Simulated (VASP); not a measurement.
# TiAl3 (I4/mmm) in VASP: further runs

The runs below take TiAl3 through relaxation of cell and atoms, single point, with PBEsol, PBE.

Program: VASP 6.6.1. These are calculated values, not measurements. Logs are shortened: lines on timing, memory, paths and dates and some standing lists are left out, and cuts for length are marked.

## 1. The cell of the first run

Symmetry: I4/mmm, No. 139, tetragonal system. Conventional cell: a = 3.822 Å, b = 3.822 Å, c = 8.561 Å, α = 90.00°, β = 90.00°, γ = 90.00°. Ti (site symmetry 4/mmm) has 12 Al at 2.70 to 2.87 Å within 3.6 Å. Within 3.6 Å of Al (site symmetry -4m2) lie 8 Al at 2.70 to 2.87 Å and 4 Ti at 2.87 Å. Al (site symmetry 4/mmm) has 4 Ti at 2.70 Å and 8 Al at 2.87 Å within 3.6 Å.

## 2. Relaxation of cell and atoms, PBEsol, target pressure 5 GPa, at which the enthalpy is minimised

File INCAR:

```
SYSTEM = TiAl3
PREC = Accurate ; ENCUT = 600
EDIFF = 1E-7 ; ISMEAR = -1
SIGMA = 0.05 ; LREAL = .False.
LASPH = .True. ; NELM = 100
ALGO = Fast ; ISIF = 3
LWAVE = .False. ; LCHARG = .False.
GGA = PS ; IBRION = 2
NSW = 60 ; EDIFFG = -0.01
PSTRESS = 50.0
```

File KPOINTS:

```
regular mesh
0
Gamma
  10 10 10
  0 0 0
```

File POSCAR:

```
TiAl3
1.0
   -1.9111067713      1.9111067713      4.2806687947
    1.9111067713     -1.9111067713      4.2806687947
    1.9111067713      1.9111067713     -4.2806687947
Ti Al
1 3
Direct
    0.0000000000      0.0000000000      0.0000000000
    0.2500000000      0.7500000000      0.5000000000
    0.7500000000      0.2500000000      0.5000000000
    0.5000000000      0.5000000000      0.0000000000
```

Potentials or basis: VASP PAW PBE potentials, release 64 (Ti_sv, Al).

On the command line:

```sh
cat potpaw_PBE.64/Ti_sv/POTCAR potpaw_PBE.64/Al/POTCAR > POTCAR
mpirun -np 1 vasp_std > vasp.out
```

OUTCAR:

```text
SYSTEM = TiAl3
   PREC = Accurate
   ENCUT = 600
   EDIFF = 1E-7
   ISMEAR = -1
   LREAL = .False.
   LASPH = .True.
   NELM = 100
   ISIF = 3
   GGA = PS
   IBRION = 2
   NSW = 60
   EDIFFG = -0.01
   PSTRESS = 50.0

 ion  position               nearest neighbor table
   1  0.000  0.000  0.000-   4 2.70   4 2.70   4 2.70   4 2.70   3 2.87   2 2.87   3 2.87   2 2.87
                             3 2.87   3 2.87   2 2.87   2 2.87
   2  0.250  0.750  0.500-   3 2.70   3 2.70   3 2.70   3 2.70   4 2.87   1 2.87   4 2.87   4 2.87
                             1 2.87   1 2.87   4 2.87   1 2.87
   3  0.750  0.250  0.500-   2 2.70   2 2.70   2 2.70   2 2.70   4 2.87   1 2.87   4 2.87   1 2.87
                             4 2.87   4 2.87   1 2.87   1 2.87
   4  0.500  0.500  0.000-   1 2.70   1 2.70   1 2.70   1 2.70   3 2.87   2 2.87   3 2.87   3 2.87
                             2 2.87   2 2.87   3 2.87   2 2.87

  LATTYP: Found a body centered tetragonal cell.
 ALAT       =     3.8222135426
 C/A-ratio  =     2.2398899208

  Lattice vectors:

 A1 = (  -1.9111067713,   1.9111067713,   4.2806687947)
 A2 = (   1.9111067713,  -1.9111067713,   4.2806687947)
 A3 = (   1.9111067713,   1.9111067713,  -4.2806687947)

Analysis of symmetry for initial positions (statically):
=====================================================================
 Subroutine PRICEL returns:
 Original cell was already a primitive cell.

 Routine SETGRP: Setting up the symmetry group for a
 body centered tetragonal supercell.

 Subroutine GETGRP returns: Found 16 space group operations
 (whereof 16 operations were pure point group operations)
 out of a pool of 16 trial point group operations.

The static configuration has the point symmetry D_4h.

Analysis of symmetry for dynamics (positions and initial velocities):
=====================================================================
 Subroutine PRICEL returns:
 Original cell was already a primitive cell.

 Routine SETGRP: Setting up the symmetry group for a
 body centered tetragonal supercell.

 Subroutine GETGRP returns: Found 16 space group operations
 (whereof 16 operations were pure point group operations)
 out of a pool of 16 trial point group operations.

The dynamic configuration has the point symmetry D_4h.

 Subroutine INISYM returns: Found 16 space group operations
 (whereof 16 operations are pure point group operations),
 and found     1 'primitive' translations

----------------------------------------------------------------------------------------

                                     Primitive cell

  volume of cell :      62.5376

  direct lattice vectors                    reciprocal lattice vectors
    -1.911106771  1.911106771  4.280668795     0.000000000  0.261628501  0.116804178
     1.911106771 -1.911106771  4.280668795     0.261628501  0.000000000  0.116804178
     1.911106771  1.911106771 -4.280668795     0.261628501  0.261628501  0.000000000

  length of vectors
     5.062487878  5.062487878  5.062487878     0.286518217  0.286518217  0.369998575

  position of ions in fractional coordinates (direct lattice)
     0.000000000  0.000000000  0.000000000
     0.250000000  0.750000000  0.500000000
     0.750000000  0.250000000  0.500000000
     0.500000000  0.500000000  0.000000000

  ion indices of the primitive-cell ions
   primitive index   ion index
                 1           1
                 2           2
                 3           3
                 4           4

----------------------------------------------------------------------------------------

 KPOINTS: regular mesh

Automatic generation of k-mesh.
 Grid dimensions read from file:
 generate k-points for:   10   10   10

 Generating k-lattice:

  Cartesian coordinates                     Fractional coordinates (reciprocal lattice)
     0.000000000  0.026162850  0.011680418     0.100000000  0.000000000  0.000000000
     0.026162850  0.000000000  0.011680418     0.000000000  0.100000000  0.000000000
[... 53 lines left out ...]
  Direction    XX          YY          ZZ          XY          YZ          ZX
  --------------------------------------------------------------------------------------
  -------------------------------------------------------------------------------------
  Total       -0.1419814     -0.1419814     -0.1715132      0.0000000     -0.0000000      0.0000000
  in kB       -3.6374785     -3.6374785     -4.3940658      0.0000000     -0.0000000      0.0000000
  external PRESSURE =     -53.8896743 kB  Pullay stress =      50.0000000 kB
[... 25 lines left out ...]
  enthalpy is  TOTEN    =       -20.2844553873 eV   P V=        1.9516455359

--------------------------------------- Ionic step        2  -------------------------------------------

 number of electron      21.0000000 magnetization

------------------------ aborting loop EDIFF was not reached (unconverged)  ----------------------------

  FORCE on cell =-STRESS in cart. coord.  units (eV):
  Direction    XX          YY          ZZ          XY          YZ          ZX
  --------------------------------------------------------------------------------------
  -------------------------------------------------------------------------------------
  Total        3.4998415      3.4998415      3.3231930      0.0000000      0.0000000      0.0000000
  in kB       96.8494442     96.8494442     91.9611338      0.0000000      0.0000000      0.0000000
  external PRESSURE =      45.2200074 kB  Pullay stress =      50.0000000 kB

 VOLUME and BASIS-vectors are now :
 -----------------------------------------------------------------------------
  energy-cutoff  :      600.00
  volume of cell :       57.90
      direct lattice vectors                 reciprocal lattice vectors
    -1.862850313  1.862850313  4.171054981     0.000000000  0.268405892  0.119873750
     1.862850313 -1.862850313  4.171054981     0.268405892  0.000000000  0.119873750
     1.862850313  1.862850313 -4.171054981     0.268405892  0.268405892  0.000000000
[... 136 lines left out ...]
  enthalpy is  TOTEN    =       -20.3322622297 eV   P V=        1.8647445124

--------------------------------------- Ionic step        6  -------------------------------------------

 number of electron      21.0000001 magnetization

 Free energy of the ion-electron system (eV)
  ---------------------------------------------------
  ext. energy  EPLUGINS =         0.00000000
  ---------------------------------------------------
  free energy    TOTEN  =       -22.19932212 eV

  energy without entropy =      -22.18638141  energy(sigma->0) =      -22.19285177

 E-fermi :   8.7367     XC(G=0): -11.0586

 val. band max:        8.7319132709   @ k =   0.5000   0.5000   0.3000
 cond. band min:       8.7406790856   @ k =  -0.3000  -0.3000   0.2000
 fundamental gap:      0.0087658147
 Fermi energy:         8.7367134201

 k-point     1 :       0.0000    0.0000    0.0000
  band No.  band energies     occupation
      1     -47.3331      2.00000
      2     -23.7668      2.00000
      3     -23.7668      2.00000
      4     -23.6864      2.00000
      5      -1.6065      2.00000
      6       5.8487      2.00000
      7       6.0672      2.00000
      8       7.2205      2.00000
      9       7.4622      2.00000
     10       7.4622      2.00000
     11       9.6190      0.00000
     12      10.5860      0.00000
     13      10.5860      0.00000
     14      10.9798      0.00000
[... 375 lines left out ...]
 k-point    24 :       0.4000    0.3000   -0.0000
  band No.  band energies     occupation
      1     -47.3304      2.00000
      2     -23.7954      2.00000
      3     -23.7861      2.00000
      4     -23.6832      2.00000
      5       1.7769      2.00000
      6       2.9155      2.00000
      7       4.2613      2.00000
      8       5.4102      2.00000
      9       6.8658      2.00000
     10       7.5703      2.00000
     11       8.2725      1.99981
     12      10.1307      0.00000
     13      10.5780      0.00000
     14      11.2054      0.00000

 [... further k-points ...]
[... 5 lines left out ...]
  --------------------------------------------------------------------------------------
  -------------------------------------------------------------------------------------
  Total        1.8589581      1.8589581      1.8480222      0.0000000      0.0000000      0.0000000
  in kB       49.7844108     49.7844108     49.4915391      0.0000000      0.0000000      0.0000000
  external PRESSURE =      -0.3132131 kB  Pullay stress =      50.0000000 kB
[... 19 lines left out ...]
  FREE ENERGIE OF THE ION-ELECTRON SYSTEM (eV)
  ---------------------------------------------------
  free  energy   TOTEN  =       -22.1993221227 eV

  energy  without entropy=      -22.1863814088  energy(sigma->0) =      -22.19285177

  enthalpy is  TOTEN    =       -20.3323138653 eV   P V=        1.8670082574

 reached required accuracy - stopping structural energy minimisation
```

Wall time 27 min (1 thread of AMD EPYC 9R45 (Zen 5), shared host); peak memory 0.31 GiB.

What came out:

```yaml
Free_energy: -22.1993 eV
Relaxed_volume: 14.96 Å³/atom
Relaxed_cell: a = 4.986 Å, b = 4.986 Å, c = 4.986 Å, α = 135.60°, β = 135.60°, γ = 64.61°
Space_group_after_relaxing_to_0.1_Å: I4/mmm (No. 139)
Energy_change_on_relaxing_the_run_minimises_the_enthalpy: +9.2 meV/atom
Ionic_steps: 6
Pressure_after_relaxing: 5.0 GPa
Band_gap_on_the_k_mesh: zero (an odd number of electrons rules out a gap without spin polarisation)
```

The path:
| step | energy change (eV) | largest force (eV/Å) | pressure (GPa) | volume (Å³) |
| --- | --- | --- | --- | --- |
| 1 | 0.0000 | 0.0000 | -0.39 | 62.54 |
| 2 | 0.1279 | 0.0000 | 9.52 | 57.90 |
| 3 | 0.0340 | 0.0000 | 4.75 | 59.92 |
| 4 | 0.0374 | 0.0000 | 4.98 | 59.81 |
| 5 | 0.0391 | 0.0000 | 5.10 | 59.75 |
| 6 | 0.0368 | 0.0000 | 4.97 | 59.83 |

Final structure:
```xyz
4
Lattice="-1.8839 1.8839 4.2140 1.8839 -1.8839 4.2140 1.8839 1.8839 -4.2140" Properties=species:S:1:pos:R:3 pbc="T T T"
Ti    0.0000    0.0000    0.0000
Al    1.8839    0.0000    2.1070
Al    0.0000    1.8839    2.1070
Al    0.0000    0.0000    4.2140
```

Caveat: the cell is relaxed towards a set pressure, so the run minimises the enthalpy, not the energy; the PAW data sets were made with another functional, which shifts forces and pressure a little.

## 3. Relaxation of cell and atoms, PBEsol, target pressure 10 GPa, at which the enthalpy is minimised

File INCAR:

```
SYSTEM = TiAl3
PREC = Accurate
ENCUT = 600
EDIFF = 1E-6
ISMEAR = -1
SIGMA = 0.05
LREAL = .FALSE.
LASPH = .TRUE.
NELM = 100
ALGO = Fast
ISIF = 3
LWAVE = .FALSE.
LCHARG = .FALSE.
GGA = PS
IBRION = 2
NSW = 60
EDIFFG = -0.01
PSTRESS = 100.0
```

File KPOINTS:

```
regular mesh
0
G
  10 10 10
  0 0 0
```

POSCAR is that of step 2.

Potentials or basis: VASP PAW PBE potentials, release 64 (Ti_sv, Al).

On the command line:

```sh
cat potpaw_PBE.64/Ti_sv/POTCAR potpaw_PBE.64/Al/POTCAR > POTCAR
mpirun -np 1 vasp_std > vasp.out
```

Wall time 17 min (1 thread of AMD EPYC 9R45 (Zen 5), shared host); peak memory 0.3 GiB.

The run converged. Its results:

| Property | Result |
| --- | --- |
| Free energy | -22.1032 eV |
| Relaxed volume | 14.43 Å³/atom |
| Relaxed cell | a = 4.925 Å, b = 4.925 Å, c = 4.925 Å, α = 135.56°, β = 135.56°, γ = 64.66° |
| Space group after relaxing (to 0.1 Å) | I4/mmm (No. 139) |
| Energy change on relaxing (the run minimises the enthalpy) | +33.2 meV/atom |
| Ionic steps | 7 |
| Pressure after relaxing | 10.0 GPa |
| Band gap on the k mesh | zero (an odd number of electrons rules out a gap without spin polarisation) |

The path:
```tsv
step	energy change (eV)	largest force (eV/Å)	pressure (GPa)	volume (Å³)
1	0.0000	0.0000	-0.37	62.54
2	0.5143	0.0000	21.90	53.82
3	0.1319	0.0000	9.90	57.75
4	0.1377	0.0000	10.10	57.66
5	0.1378	0.0000	10.14	57.65
6	0.1378	0.0000	10.11	57.65
7	0.1329	0.0000	9.96	57.73
```

Final structure:
```
Ti Al
1.0
    -1.86232    1.86232    4.16146
     1.86232   -1.86232    4.16146
     1.86232    1.86232   -4.16146
Ti Al
1 3
Direct
  0.00000 0.00000 0.00000
  0.25000 0.75000 0.50000
  0.75000 0.25000 0.50000
  0.50000 0.50000 0.00000
```

Levels at points of the mesh, in eV from the Fermi level:
| k point | band 7 | band 8 | band 9 | band 10 | band 11 | band 12 | band 13 | band 14 |
| --- | --- | --- | --- | --- | --- | --- | --- | --- |
| (0.00, 0.00, 0.00) | -2.71 | -1.59 | -1.31 | -1.31 | 0.91 | 1.93 | 1.93 | 2.25 |
| (0.50, 0.00, 0.00) | -3.81 | -2.91 | -1.12 | -0.30 | 0.54 | 2.02 | 2.23 | 2.99 |
| (0.50, 0.50, 0.00) | -4.50 | -3.97 | -2.76 | -2.24 | -1.07 | 1.98 | 2.16 | 2.87 |
| (0.50, 0.50, 0.50) | -2.16 | -0.89 | -0.89 | -0.28 | 0.74 | 0.74 | 1.05 | 3.22 |

Caveat: the cell is relaxed towards a set pressure, so the run minimises the enthalpy, not the energy; the PAW data sets were made with another functional, which shifts forces and pressure a little.

## 4. Relaxation of cell and atoms, PBEsol, target pressure 20 GPa, at which the enthalpy is minimised

File INCAR:

```
SYSTEM = TiAl3
ALGO = Fast ; EDIFF = 1E-6
EDIFFG = -0.01 ; ENCUT = 600
GGA = PS ; IBRION = 2
ISIF = 3 ; ISMEAR = -1
LASPH = .True. ; LCHARG = .False.
LREAL = .False. ; LWAVE = .False.
NELM = 60 ; NSW = 60
PREC = Accurate ; PSTRESS = 200.0
SIGMA = 0.05
```

File KPOINTS:

```
k-points
0
Gamma
  10 10 10
  0 0 0
```

POSCAR is that of step 3.

On the command line:

```sh
cat potpaw_PBE.64/Ti_sv/POTCAR potpaw_PBE.64/Al/POTCAR > POTCAR
mpirun -np 1 vasp_std > vasp.out
```

Run time: 23 min. Hardware: 1 thread of AMD EPYC 9R45 (Zen 5), shared host; peak memory 0.31 GiB.

The run converged. Its results:

```yaml
Free_energy: -21.7920 eV
Relaxed_volume: 13.59 Å³/atom
Relaxed_cell: a = 4.825 Å, b = 4.825 Å, c = 4.825 Å, α = 135.52°, β = 135.52°, γ = 64.72°
Space_group_after_relaxing_to_0.1_Å: I4/mmm (No. 139)
Energy_change_on_relaxing_the_run_minimises_the_enthalpy: +111.0 meV/atom
Ionic_steps: 8
Pressure_after_relaxing: 19.9 GPa
Band_gap_on_the_k_mesh: zero (an odd number of electrons rules out a gap without spin polarisation)
```

Stress tensor (GPa, compression positive):
```
19.91  0.00  0.00
 0.00 19.91  0.00
 0.00  0.00 20.01
```

Step by step:
```
step  energy change (eV)  largest force (eV/Å)  pressure (GPa)  volume (Å³)
   1              0.0000                0.0000           -0.37        62.54
   2              2.3646                0.0000           60.07        46.21
   3              0.4084                0.0000           19.05        54.65
   4              0.4379                0.0000           19.87        54.40
   5              0.4574                0.0000           20.39        54.25
   6              0.4280                0.0000           19.72        54.48
   7              0.4381                0.0000           19.84        54.40
   8              0.4441                0.0000           19.94        54.35
```

Final structure:
```
Ti Al
1.0
    -1.82594    1.82594    4.07538
     1.82594   -1.82594    4.07538
     1.82594    1.82594   -4.07538
Ti Al
1 3
Cartesian
  1.8259 1.8259 4.0754
  1.8259 0.0000 2.0377
  0.0000 1.8259 2.0377
  1.8259 1.8259 0.0000
```

Levels at points of the mesh, in eV from the Fermi level:
```csv
k point,band 9,band 10,band 11,band 12,band 13,band 14
"(0.00, 0.00, 0.00)",-1.38,-1.38,0.96,2.07,2.07,2.28
"(0.50, 0.00, 0.00)",-1.17,-0.34,0.57,2.18,2.34,3.21
"(0.50, 0.50, 0.00)",-2.78,-2.27,-1.14,2.15,2.33,3.01
"(0.50, 0.50, 0.50)",-0.85,-0.32,0.76,0.76,1.12,3.34
```

Caveat: the cell is relaxed towards a set pressure, so the run minimises the enthalpy, not the energy; the PAW data sets were made with another functional, which shifts forces and pressure a little.

## 5. Single point, PBE

This run uses another cell than the first one, of 15.02 Å³/atom.

File INCAR:

```
PREC = Accurate
ENCUT = 520
EDIFF = 1E-6
ISMEAR = -1
SIGMA = 0.05
LREAL = F
LASPH = T
NELM = 60
ALGO = Normal
ISIF = 2
LWAVE = F
LCHARG = F
GGA = PE
NBANDS = 18
```

File KPOINTS:

```
Automatic mesh
0
Gamma
  8 8 8
```

File POSCAR:

```
TiAl3
1.0
   -1.8728846359      1.8728846359      4.2806687947
    1.8728846359     -1.8728846359      4.2806687947
    1.8728846359      1.8728846359     -4.2806687947
Ti Al
1 3
Direct
    0.0000000000      0.0000000000      0.0000000000
    0.2500000000      0.7500000000      0.5000000000
    0.7500000000      0.2500000000      0.5000000000
    0.5000000000      0.5000000000      0.0000000000
```

On the command line:

```sh
cat potpaw_PBE.64/Ti_sv/POTCAR potpaw_PBE.64/Al/POTCAR > POTCAR
mpirun -np 1 vasp_std > vasp.out
```

Run time: 2.3 min. Hardware: 1 thread of Intel Xeon 8259CL, shared host; peak memory 0.26 GiB.

The run converged. Its results:

- Free energy: -20.5822 eV
- Pressure: 7.2 GPa
- Band gap on the k mesh: zero (an odd number of electrons rules out a gap without spin polarisation)

Stress tensor (GPa, compression positive):
```
8.73 0.00 0.00
0.00 8.73 0.00
0.00 0.00 4.04
```

Levels at points of the mesh, in eV from the Fermi level:
```csv
k point,band 7,band 8,band 9,band 10,band 11,band 12,band 13,band 14,band 15,band 16
"(0.00, 0.00, 0.00)",-2.83,-1.46,-1.19,-1.19,0.91,1.95,1.95,2.26,2.85,3.92
"(0.50, 0.00, 0.00)",-3.75,-3.03,-1.03,-0.34,0.58,1.99,2.27,2.85,3.37,4.66
"(0.50, 0.50, 0.00)",-4.42,-3.89,-2.70,-2.27,-1.08,1.95,2.13,2.66,2.95,3.25
"(0.50, 0.50, 0.50)",-1.99,-0.79,-0.79,-0.26,0.75,0.75,1.02,3.12,5.18,6.09
```

Caveat: the cell stands under pressure.

## 6. Overview

```tsv
task	level	cell	k mesh	cutoff (eV)	gap on the mesh (eV)	pressure (GPa)
relaxation of cell and atoms	PBEsol	relaxed to 5 GPa from a = 5.062 Å, angles 135.6, 135.6, 64.5°, 4 atoms	10 × 10 × 10	600	none	5.0
relaxation of cell and atoms	PBEsol	relaxed to 10 GPa from a = 5.062 Å, angles 135.6, 135.6, 64.5°, 4 atoms	10 × 10 × 10	600	none	10.0
relaxation of cell and atoms	PBEsol	relaxed to 20 GPa from a = 5.062 Å, angles 135.6, 135.6, 64.5°, 4 atoms	10 × 10 × 10	600	none	19.9
single point	PBE	a = 5.034 Å, angles 136.3, 136.3, 63.5°, 4 atoms	8 × 8 × 8	520	none	7.2
```

Alike in all rows: potentials or basis VASP PAW PBE potentials, release 64 (Ti_sv, Al); no spin polarisation; smearing fermi-dirac 0.05 eV.

Caveats: the cell is relaxed towards a set pressure, so the run minimises the enthalpy, not the energy (at least some runs); the PAW data sets were made with another functional, which shifts forces and pressure a little (at least some runs); the cell stands under pressure (at least some runs).

Total energies depend on the potentials used, so only differences within one code and one set of settings carry meaning.

The gap in the log of VASP goes by the Fermi energy; the results here count the filled bands.